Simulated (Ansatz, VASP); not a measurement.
**Two plane-wave programs on AlH4**

```
Al H
1.0
     3.81144    0.00000    0.00000
     0.00000    3.81144    0.00000
     0.00000    0.00000    3.81144
Al H
1 4
Direct
  0.00000 0.00000 0.00000
  0.50000 0.00000 0.00000
  0.00000 0.50000 0.00000
  0.00000 0.00000 0.50000
  0.50000 0.50000 0.50000
```

Alike in both runs: task relaxation of cell and atoms; functional PBE; k mesh 4 × 4 × 4; occupations gaussian, width 0.1 eV; no spin polarisation.

|  | VASP | Ansatz |
| --- | --- | --- |
| version | VASP 6.6.1 | Ansatz 0.2.0 |
| potentials or method | VASP PAW PBE potentials, release 64 (Al, H), cutoff 600 eV | scalar-relativistic, plane waves, PAW |
| valence electrons in the cell | 7 | 7 |

```csv
,VASP,Ansatz,Ansatz less VASP
"gap on the k mesh at the Fermi level, each at its own relaxed structure (eV)",none,none,-
relaxed volume (Å³/atom),7.76,7.80,+0.039
relaxed cell length with the largest relative difference (Å),3.385,3.391,+0.0056
```

A gap of «none» marks a metal or a gap that the smearing closes.

The k mesh is coarse, so the values compare programs but aren't converged. Noted on VASP's run: the volume moved by over 15 % at a fixed basis, so the end points are rough.
